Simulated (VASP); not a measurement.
# CrN2 (Pnnm) in VASP: a series of runs, part 2 of 2

VASP 6.6.1. The steps go on from the part before.

## (3) Single point, LDA, collinear spin, ferromagnetic start

The input, INCAR:

```
  PREC = Accurate
  ENCUT = 520
  EDIFF = 1E-6
  ISMEAR = -1
  SIGMA = 0.2
  LREAL = False
  LASPH = True
  NELM = 150
  ALGO = Normal
  ISIF = 2
  LWAVE = False
  LCHARG = True
  ISPIN = 2
  MAGMOM = 2.1 2.1 0 0 0 0
  LORBIT = 11
  LMAXMIX = 4
  GGA = CA
  LELF = True
  LVHAR = True
  NBANDS = 35
```

The input, KPOINTS:

```
Automatic mesh
0
Gamma
  5 4 7
  0 0.5 0
```

The input, POSCAR:

```
CrN2
1.0
    3.9017860000      0.0000000000      0.0000000000
    0.0000000000      4.8095120000      0.0000000000
    0.0000000000      0.0000000000      2.7841700000
Cr N
2 4
Direct
    0.5000000000      0.5000000000      0.5000000000
    0.0000000000      0.0000000000      0.0000000000
    0.6338300000      0.0887750000      0.5000000000
    0.3661700000      0.9112250000      0.5000000000
    0.1338300000      0.4112250000      0.0000000000
    0.8661700000      0.5887750000      0.0000000000
```

Potentials or basis: VASP PAW LDA potentials, release 64 (Cr_pv, N).

On the command line:

```
cat potpaw_LDA.64/Cr_pv/POTCAR potpaw_LDA.64/N/POTCAR > POTCAR
mpirun -np 1 vasp_std > vasp.out
```

OUTCAR:

```text
PREC = Accurate
   ENCUT = 520
   EDIFF = 1E-6
   ISMEAR = -1
   LREAL = False
   LASPH = True
   NELM = 150
   ISIF = 2
   ISPIN = 2
   LORBIT = 11
   GGA = CA

 ion  position               nearest neighbor table
   1  0.500  0.500  0.500-   5 2.04   6 2.04   5 2.04   6 2.04   3 2.05   4 2.05
   2  0.000  0.000  0.000-   3 2.04   4 2.04   3 2.04   4 2.04   5 2.05   6 2.05
   3  0.634  0.089  0.500-   4 1.35   2 2.04   2 2.04   1 2.05
   4  0.366  0.911  0.500-   3 1.35   2 2.04   2 2.04   1 2.05
   5  0.134  0.411  0.000-   6 1.35   1 2.04   1 2.04   2 2.05
   6  0.866  0.589  0.000-   5 1.35   1 2.04   1 2.04   2 2.05

  LATTYP: Found a simple orthorhombic cell.
 ALAT       =     2.7841700000
 B/A-ratio  =     1.4014180169
 C/A-ratio  =     1.7274491141

  Lattice vectors:

 A1 = (   0.0000000000,   0.0000000000,   2.7841700000)
 A2 = (   3.9017860000,   0.0000000000,   0.0000000000)
 A3 = (   0.0000000000,   4.8095120000,   0.0000000000)

Analysis of symmetry for initial positions (statically):
=====================================================================
 Subroutine PRICEL returns:
 Original cell was already a primitive cell.

 Routine SETGRP: Setting up the symmetry group for a
 simple orthorhombic supercell.

 Subroutine GETGRP returns: Found  8 space group operations
 (whereof  4 operations were pure point group operations)
 out of a pool of  8 trial point group operations.

The static configuration has the point symmetry C_2h.
 The point group associated with its full space group is D_2h.

Analysis of symmetry for dynamics (positions and initial velocities):
=====================================================================
 Subroutine PRICEL returns:
 Original cell was already a primitive cell.

 Routine SETGRP: Setting up the symmetry group for a
 simple orthorhombic supercell.

 Subroutine GETGRP returns: Found  8 space group operations
 (whereof  4 operations were pure point group operations)
 out of a pool of  8 trial point group operations.

The dynamic configuration has the point symmetry C_2h.
 The point group associated with its full space group is D_2h.

Analysis of structural, dynamic, and magnetic symmetry:
=====================================================================
 Subroutine PRICEL returns:
 Original cell was already a primitive cell.

 Routine SETGRP: Setting up the symmetry group for a
 simple orthorhombic supercell.

 Subroutine GETGRP returns: Found  8 space group operations
 (whereof  4 operations were pure point group operations)
 out of a pool of  8 trial point group operations.

The overall configuration has the point symmetry C_2h.
 The point group associated with its full space group is D_2h.

 Subroutine INISYM returns: Found  8 space group operations
 (whereof  4 operations are pure point group operations),
 and found     1 'primitive' translations

----------------------------------------------------------------------------------------

                                     Primitive cell

  volume of cell :      52.2469

[... 96 lines left out ...]
   LREAL  =      F    real-space projection
   EDIFFG = 0.1E-04   stopping-criterion for IOM
   NSW    =      0    number of steps for IOM
   IBRION =     -1    ionic relax: 0-MD 1-quasi-New 2-CG
   NFREE  =      0    steps in history (QN), initial steepest desc. (CG)
   ISIF   =      2    stress and relaxation
   ISYM   =      2    0-nonsym 1-usesym 2-fastsym
   POTIM  = 0.5000    time-step for ionic-motion
   TEBEG  =    0.0;   TEEND  =   0.0 temperature during run
   PSTRESS=    0.0 pullay stress
   NELECT =      44.0000    total number of electrons
   NUPDOWN=      -1.0000    fix difference up-down
   EMIN   =  10.00;   EMAX   =-10.00  energy-range for DOS
   EFERMI =   0.00;   METHOD = LEGACY
   ISMEAR =    -1;   SIGMA  =   0.20  broadening in eV -4-tet -1-fermi 0-gaus
   EFERMI_NEDOS =   21; number of points for ismear=-14 and -15
   IALGO  =     38    algorithm
   IMIX   =      4    mixing-type and parameters
     AMIX     =   0.40;   BMIX     =  1.00
     AMIX_MAG =   1.60;   BMIX_MAG =  1.00
  volume/ion in A,a.u.               =       8.71        58.76
  Fermi-wavevector in a.u.,A,eV,Ry     =   1.545986  2.921491 32.518928  2.390074
  Thomas-Fermi vector in A             =   2.651287
   LORBIT       =     11    0 simple, 1 ext, 2 COOP (PROOUT), +10 PAW based schemes
   GGA     = CA    functional components
   LHFCALC =     F    Hartree Fock is set to
   AEXX    =    0.0000 exact exchange contribution
   IVDW    =     0    specifies the selected vdW correction
   LEPSILON=     F    determine dielectric tensor
   LRPA    =     F    only Hartree local field effects (RPA)
 spin polarized calculation
  energy-cutoff  :      520.00
  volume of cell :       52.25
 maximum number of plane-waves:      1417
 NGX is ok and might be reduce to    30
   NGX = 15   NGY = 17   NGZ = 11

 number of electron      44.0000004 magnetization       3.9899614

 Free energy of the ion-electron system (eV)
  ---------------------------------------------------
  ext. energy  EPLUGINS =         0.00000000
  ---------------------------------------------------
  free energy    TOTEN  =       -58.56880258 eV

  energy without entropy =      -58.23868080  energy(sigma->0) =      -58.40374169

 E-fermi :   8.0365     XC(G=0): -13.0914

 val. band max:        8.0262843670   @ k =   0.0000   0.3750   0.1429
 cond. band min:       8.0391462068   @ k =   0.4000   0.1250   0.0000
 fundamental gap:      0.0128618398
 Fermi energy:         8.0364976396

 spin component 1

 k-point     1 :       0.0000    0.1250    0.0000
  band No.  band energies     occupation
      1     -35.7706      1.00000
      2     -35.7257      1.00000
      3     -35.6580      1.00000
      4     -35.6328      1.00000
      5     -35.5978      1.00000
      6     -35.5866      1.00000
[... 877 lines left out ...]
     33      16.3174      0.00000
     34      16.4600      0.00000
 Fermi energy:         8.0364976396

 spin component 2

 k-point     1 :       0.0000    0.1250    0.0000
  band No.  band energies     occupation
      1     -33.9001      1.00000
      2     -33.8877      1.00000
      3     -33.8333      1.00000
      4     -33.8259      1.00000
      5     -33.6072      1.00000
      6     -33.5763      1.00000
[... 877 lines left out ...]
     33      16.7227      0.00000
     34      16.8212      0.00000
 [bands above 34 left out]

------------------------ aborting loop because EDIFF is reached ----------------------------------------

  FORCE on cell =-STRESS in cart. coord.  units (eV):
  Direction    XX          YY          ZZ          XY          YZ          ZX
  --------------------------------------------------------------------------------------
  -------------------------------------------------------------------------------------
  Total       -5.6794075     -6.0437533     -5.3004354      0.0000000      0.0000000      0.0000000
  in kB     -174.1620020   -185.3348555   -162.5406219      0.0000000      0.0000000      0.0000000
  external PRESSURE =    -174.0124932 kB  Pullay stress =       0.0000000 kB

 VOLUME and BASIS-vectors are now :
 -----------------------------------------------------------------------------
  energy-cutoff  :      520.00
  volume of cell :       52.25
      direct lattice vectors                 reciprocal lattice vectors
     3.901786000  0.000000000  0.000000000     0.256292887  0.000000000  0.000000000
     0.000000000  4.809512000  0.000000000     0.000000000  0.207921303  0.000000000
     0.000000000  0.000000000  2.784170000     0.000000000  0.000000000  0.359173470

 POSITION                                       TOTAL-FORCE (eV/Angst)
 -----------------------------------------------------------------------------------
      1.95089      2.40476      1.39209         0.000000      0.000000      0.000000
      0.00000      0.00000      0.00000         0.000000      0.000000      0.000000
      2.47307      0.42696      1.39209         0.006281     -0.164482     -0.000000
      1.42872      4.38255      1.39209        -0.006281      0.164482      0.000000
      0.52218      1.97779      0.00000         0.006281      0.164482     -0.000000
      3.37961      2.83172      0.00000        -0.006281     -0.164482      0.000000
 -----------------------------------------------------------------------------------
    total drift:                               -0.000000      0.000000      0.000000

  FREE ENERGIE OF THE ION-ELECTRON SYSTEM (eV)
  ---------------------------------------------------
  free  energy   TOTEN  =       -58.5688025837 eV

  energy  without entropy=      -58.2386807996  energy(sigma->0) =      -58.40374169

 total charge

# of ion       s       p       d       tot
------------------------------------------
    1        0.332   6.385   4.158  10.875
    2        0.332   6.385   4.158  10.875
    3        1.238   2.480   0.000   3.718
    4        1.238   2.480   0.000   3.718
    5        1.238   2.480   0.000   3.718
    6        1.238   2.480   0.000   3.718
--------------------------------------------------
tot          5.617  22.690   8.317  36.623

 magnetization (x)

# of ion       s       p       d       tot
------------------------------------------
    1        0.013   0.017   1.982   2.012
    2        0.013   0.017   1.982   2.012
    3       -0.002  -0.055   0.000  -0.057
    4       -0.002  -0.055   0.000  -0.057
    5       -0.002  -0.055   0.000  -0.057
    6       -0.002  -0.055   0.000  -0.057
--------------------------------------------------
tot          0.020  -0.188   3.963   3.795
```

Run time: 88 s. Hardware: 1 thread of Intel Xeon Platinum 8375C at 2.90GHz (Ice Lake), shared host; peak memory 0.19 GiB.

What came out:

```yaml
Free_energy: -58.5688 eV
Pressure: -17.4 GPa
Largest_force: 0.165 eV/Å
Band_gap_on_the_k_mesh: zero (filled and empty bands overlap)
Net_moment: 3.99 μB per cell
Site_moments: Cr +2.01; N -0.06 μB
Valence_electrons_inside_the_program's_atomic_spheres: Cr 10.88; N 3.72
```

Forces in eV/Å, atoms in the order of the input:
```
Cr   0.000  0.000  0.000
Cr   0.000  0.000  0.000
N    0.006 -0.164  0.000
N   -0.006  0.164  0.000
N    0.006  0.164  0.000
N   -0.006 -0.164  0.000
```

Caveat: the cell stands under tension; the run started ferromagnetic, and an antiferromagnetic order may lie lower in energy.
